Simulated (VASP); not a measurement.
# Sn (I4/mmm) in VASP: notebook, part 2 of 2

VASP 6.6.1.

## 3. Single point, r2SCAN

This run uses another cell than the first one, of 27.90 Å³/atom.

POSCAR reads:

```
Sn
1.0
   -2.0426281431      2.0426281431      1.6717587207
    2.0426281431     -2.0426281431      1.6717587207
    2.0426281431      2.0426281431     -1.6717587207
Sn
1
Direct
    0.0000000000      0.0000000000      0.0000000000
```

INCAR.step1 reads:

```
PREC     = Accurate       # precision mode
ENCUT    = 520            # plane-wave cutoff, eV
ISMEAR   = -1             # smearing method
SIGMA    = 0.05           # smearing width, eV
LREAL    = False          # projectors in reciprocal space
LASPH    = True           # aspherical terms in the spheres
NELM     = 80             # most SCF steps
NBANDS   = 13             # bands
GGA      = PE             # functional
ALGO     = Normal         # electronic algorithm
EDIFF    = 1E-4           # SCF threshold, eV
LWAVE    = True           # write WAVECAR
LCHARG   = False          # write CHGCAR
```

INCAR.step2 reads:

```
PREC     = Accurate       # precision mode
ENCUT    = 520            # plane-wave cutoff, eV
EDIFF    = 1E-7           # SCF threshold, eV
ISMEAR   = -1             # smearing method
SIGMA    = 0.05           # smearing width, eV
LREAL    = False          # projectors in reciprocal space
LASPH    = True           # aspherical terms in the spheres
NELM     = 80             # most SCF steps
ALGO     = Normal         # electronic algorithm
ISIF     = 2              # what is computed and relaxed
LWAVE    = False          # write WAVECAR
LCHARG   = False          # write CHGCAR
METAGGA  = R2SCAN         # meta-GGA
LMIXTAU  = True         
NBANDS   = 13             # bands
ISTART   = 1
```

KPOINTS reads:

```
Automatic mesh
0
Gamma
  10 10 10
```

Potentials or basis: VASP PAW PBE potentials, release 64 (Sn_d).

Run with:

```sh
cat potpaw_PBE.64/Sn_d/POTCAR > POTCAR
cp INCAR.step1 INCAR
mpirun -np 1 vasp_std > vasp.out
cp INCAR.step2 INCAR
mpirun -np 1 vasp_std > vasp.out
```

OUTCAR:

```text
PREC = Accurate
   ENCUT = 520
   EDIFF = 1E-7
   ISMEAR = -1
   LREAL = False
   LASPH = True
   NELM = 80
   ISIF = 2
   METAGGA = R2SCAN
   ISTART = 1

 ion  position               nearest neighbor table
   1  0.000  0.000  0.000-

  LATTYP: Found a body centered tetragonal cell.
 ALAT       =     4.0852562862
 C/A-ratio  =     0.8184351745

  Lattice vectors:

 A1 = (  -2.0426281431,   2.0426281431,   1.6717587207)
 A2 = (   2.0426281431,  -2.0426281431,   1.6717587207)
 A3 = (   2.0426281431,   2.0426281431,  -1.6717587207)

Analysis of symmetry for initial positions (statically):
=====================================================================
 Subroutine PRICEL returns:
 Original cell was already a primitive cell.

 Routine SETGRP: Setting up the symmetry group for a
 body centered tetragonal supercell.

 Subroutine GETGRP returns: Found 16 space group operations
 (whereof 16 operations were pure point group operations)
 out of a pool of 16 trial point group operations.

The static configuration has the point symmetry D_4h.
[... 167 lines left out ...]
  band No.  band energies     occupation
      1     -14.5698      2.00000
      2     -14.4919      2.00000
      3     -14.4919      2.00000
      4     -14.4881      2.00000
      5     -14.3721      2.00000
      6      -3.7759      2.00000
      7      14.7097      0.00000
      8      14.7097      0.00000
      9      17.3933      0.00000
     10      18.1993      0.00000
     11      19.8557      0.00000
     12      20.9216      0.00000
     13      20.9216      0.00000
[... 354 lines left out ...]
  band No.  band energies     occupation
      1     -14.5411      2.00000
      2     -14.4585      2.00000
      3     -14.4322      2.00000
      4     -14.4017      2.00000
      5     -14.3797      2.00000
      6       1.4697      2.00000
      7       5.0470      2.00000
      8       6.5573      2.00000
      9      12.3238      0.00000
     10      17.2545      0.00000
     11      19.5801      0.00000
     12      24.3165      0.00000
     13      24.7940      0.00000

 [... further k-points ...]

------------------------ aborting loop because EDIFF is reached ----------------------------------------

  FORCE on cell =-STRESS in cart. coord.  units (eV):
  Direction    XX          YY          ZZ          XY          YZ          ZX
  --------------------------------------------------------------------------------------
  -------------------------------------------------------------------------------------
  Total       -0.2673934     -0.2673934     -0.2066896      0.0000000     -0.0000000      0.0000000
  in kB      -15.3549751    -15.3549751    -11.8690799      0.0000000     -0.0000000      0.0000000
  external PRESSURE =     -14.1930100 kB  Pullay stress =       0.0000000 kB

 VOLUME and BASIS-vectors are now :
 -----------------------------------------------------------------------------
  energy-cutoff  :      520.00
  volume of cell :       27.90
      direct lattice vectors                 reciprocal lattice vectors
    -2.042628143  2.042628143  1.671758721     0.000000000  0.244782684  0.299086222
     2.042628143 -2.042628143  1.671758721     0.244782684  0.000000000  0.299086222
     2.042628143  2.042628143 -1.671758721     0.244782684  0.244782684  0.000000000

 POSITION                                       TOTAL-FORCE (eV/Angst)
 -----------------------------------------------------------------------------------
      0.00000      0.00000      0.00000         0.000000      0.000000      0.000000
 -----------------------------------------------------------------------------------
    total drift:                               -0.000000     -0.000000     -0.000000

  FREE ENERGIE OF THE ION-ELECTRON SYSTEM (eV)
  ---------------------------------------------------
  free  energy   TOTEN  =       -24.5110303012 eV

  energy  without entropy=      -24.5062999248  energy(sigma->0) =      -24.50866511
```

OUTCAR.step1:

```text
PREC = Accurate
   ENCUT = 520
   ISMEAR = -1
   LREAL = False
   LASPH = True
   NELM = 80
[... 600 lines left out ...]
 POSITION                                       TOTAL-FORCE (eV/Angst)
 -----------------------------------------------------------------------------------
      0.00000      0.00000      0.00000         0.000000      0.000000      0.000000
 -----------------------------------------------------------------------------------
    total drift:                               -0.000000     -0.000000     -0.000000

  FREE ENERGIE OF THE ION-ELECTRON SYSTEM (eV)
  ---------------------------------------------------
  free  energy   TOTEN  =        -3.7804926668 eV

  energy  without entropy=       -3.7755400615  energy(sigma->0) =       -3.77801636
```

OSZICAR.step1:

```text
N       E                     dE             d eps       ncg     rms          rms(c)
DAV:   1     0.798304485633E+02    0.79830E+02   -0.71873E+03  2728   0.161E+03
DAV:   2     0.182912986902E+01   -0.78001E+02   -0.75537E+02  2827   0.338E+02
DAV:   3    -0.367486713004E+01   -0.55040E+01   -0.54783E+01  3117   0.729E+01
DAV:   4    -0.378870140492E+01   -0.11383E+00   -0.11381E+00  3182   0.112E+01
DAV:   5    -0.379248208797E+01   -0.37807E-02   -0.37806E-02  3399   0.197E+00    0.129E+00
DAV:   6    -0.378343923537E+01    0.90429E-02   -0.10130E-02  3335   0.171E+00    0.714E-01
DAV:   7    -0.378059760449E+01    0.28416E-02   -0.66861E-03  3307   0.133E+00    0.958E-02
DAV:   8    -0.378049312284E+01    0.10448E-03   -0.69247E-04  3252   0.438E-01    0.228E-02
DAV:   9    -0.378049266683E+01    0.45600E-06   -0.99692E-06  1701   0.440E-02
   1 F= -.37804927E+01 E0= -.37780164E+01  d E =-.495261E-02
```

It took 69 s on 1 thread of Intel Xeon 6975P-C (Granite Rapids), shared host; peak memory 0.18 GiB.

Results:

| Property | Result |
| --- | --- |
| Free energy | -24.5110 eV |
| Pressure | -1.4 GPa |
| Band gap on the k mesh | zero (bands 7 and 8 overlap by 9.09 eV) |

Stress tensor (GPa, compression positive):
```
-1.54  0.00  0.00
 0.00 -1.54  0.00
 0.00  0.00 -1.19
```

Caveat: the PAW data sets were made with another functional, which shifts forces and pressure a little; spin-orbit coupling is left out, which moves the levels of the heavy elements.

## 4. Single point, r2SCAN

This run uses another cell than the first one, of 28.45 Å³/atom.

POSCAR reads:

```
Sn
1.0
   -2.0558923339      2.0558923339      1.6826146010
    2.0558923339     -2.0558923339      1.6826146010
    2.0558923339      2.0558923339     -1.6826146010
Sn
1
Direct
    0.0000000000      0.0000000000      0.0000000000
```

INCAR.step1 reads:

```
ALGO     = Normal         # electronic algorithm
EDIFF    = 1E-4           # SCF threshold, eV
ENCUT    = 520            # plane-wave cutoff, eV
GGA      = PE             # functional
ISMEAR   = -1             # smearing method
LASPH    = True           # aspherical terms in the spheres
LCHARG   = False          # write CHGCAR
LREAL    = False          # projectors in reciprocal space
LWAVE    = True           # write WAVECAR
NBANDS   = 13             # bands
NELM     = 80             # most SCF steps
PREC     = Accurate       # precision mode
SIGMA    = 0.05           # smearing width, eV
```

INCAR.step2 reads:

```
ALGO     = Normal         # electronic algorithm
EDIFF    = 1E-6           # SCF threshold, eV
ENCUT    = 520            # plane-wave cutoff, eV
ISIF     = 2              # what is computed and relaxed
ISMEAR   = -1             # smearing method
ISTART   = 1            
LASPH    = True           # aspherical terms in the spheres
LCHARG   = False          # write CHGCAR
LMIXTAU  = True         
LREAL    = False          # projectors in reciprocal space
LWAVE    = False          # write WAVECAR
METAGGA  = R2SCAN         # meta-GGA
NBANDS   = 13             # bands
NELM     = 80             # most SCF steps
PREC     = Accurate       # precision mode
SIGMA    = 0.05           # smearing width, eV
```

KPOINTS reads:

```
k-points
0
Gamma
  10 10 10
```

Run with:

```sh
cat potpaw_PBE.64/Sn_d/POTCAR > POTCAR
cp INCAR.step1 INCAR
mpirun -np 1 vasp_std > vasp.out
cp INCAR.step2 INCAR
mpirun -np 1 vasp_std > vasp.out
```

Run time: 64 s. Hardware: 1 thread of Intel Xeon 6975P-C (Granite Rapids), shared host; peak memory 0.18 GiB.

The run converged. Its results:

| Property | Result |
| --- | --- |
| Free energy | -24.5050 eV |
| Pressure | -2.2 GPa |
| Band gap on the k mesh | zero (bands 7 and 8 overlap by 8.90 eV) |

Levels at points of the mesh, in eV from the Fermi level:
```csv
k point,band 5,band 6,band 7,band 8,band 9,band 10
"(0.00, 0.00, 0.00)",-22.02,-11.29,6.92,6.92,9.51,10.45
"(0.50, 0.00, 0.00)",-21.98,-5.90,-4.21,3.10,4.57,7.61
"(0.50, 0.50, 0.00)",-21.98,-7.48,-4.68,5.91,7.98,10.70
"(0.50, 0.50, 0.50)",-21.97,-3.48,-1.64,-1.64,2.62,3.56
```

Caveat: the PAW data sets were made with another functional, which shifts forces and pressure a little; spin-orbit coupling is left out, which moves the levels of the heavy elements.

## 5. Summary

```tsv
cell	gap on the mesh (eV)	pressure (GPa)
a = 3.316 Å, angles 104.5, 104.5, 119.9°, 1 atom	none	-0.5
a = 3.338 Å, angles 104.5, 104.5, 119.9°, 1 atom	none	-1.4
a = 3.359 Å, angles 104.5, 104.5, 119.9°, 1 atom	none	-2.2
```

Alike in all rows: task single point; level r2SCAN; potentials or basis VASP PAW PBE potentials, release 64 (Sn_d); no spin polarisation; k mesh 10 × 10 × 10; cutoff (eV) 520; smearing fermi-dirac 0.05 eV.

Caveats: the PAW data sets were made with another functional, which shifts forces and pressure a little; spin-orbit coupling is left out, which moves the levels of the heavy elements.

Absolute energies hang on the potentials; compare differences alone.
